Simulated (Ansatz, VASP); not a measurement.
## LuHf4O in VASP and in Ansatz

```xyz
6
Lattice="4.0689 0.0000 0.0000 0.0000 4.0689 0.0000 0.0000 0.0000 8.1652" Properties=species:S:1:pos:R:3 pbc="T T T"
Lu    2.0345    2.0345    4.0826
Hf    2.0345    0.0000    6.7283
Hf    0.0000    2.0345    1.4368
Hf    2.0345    0.0000    1.4368
Hf    0.0000    2.0345    6.7283
O     0.0000    0.0000    0.0000
```

Change from the starting cell: species swapped into the GdYH4 type (P4/mmm, No. 123).

Alike in both runs: functional PBE; k mesh 10 × 10 × 6; occupations gaussian, width 0.1 eV; no spin polarisation.

Ansatz relaxed the structure, and its values are those at the end. VASP's run is a single point on that final structure, the one shown.

|  | VASP | Ansatz |
| --- | --- | --- |
| version | VASP 6.6.1 | Ansatz 0.2.0 |
| potentials or method | VASP PAW PBE potentials, release 64 (Lu, Hf_pv, O), cutoff 520 eV | scalar-relativistic, plane waves, PAW |
| valence electrons in the cell | 71 | 135 |

|  | VASP | Ansatz | Ansatz less VASP |
| --- | --- | --- | --- |
| gap on the k mesh at the Fermi level (eV) | none | none | - |
| pressure (GPa) | -0.5 | 0.0 | +0.50 |
| rms of the force components (eV/Å) | 0.029 | 0.001 | -0.0278 |

A gap of «none» marks a metal or a gap that the smearing closes. With one functional, cell and mesh, what is left measures potentials, basis and numerics. VASP's potentials hold 71 valence electrons a cell and Ansatz's 135, so a difference there can come from the potentials and not from the codes.

Spin-orbit coupling is off throughout.
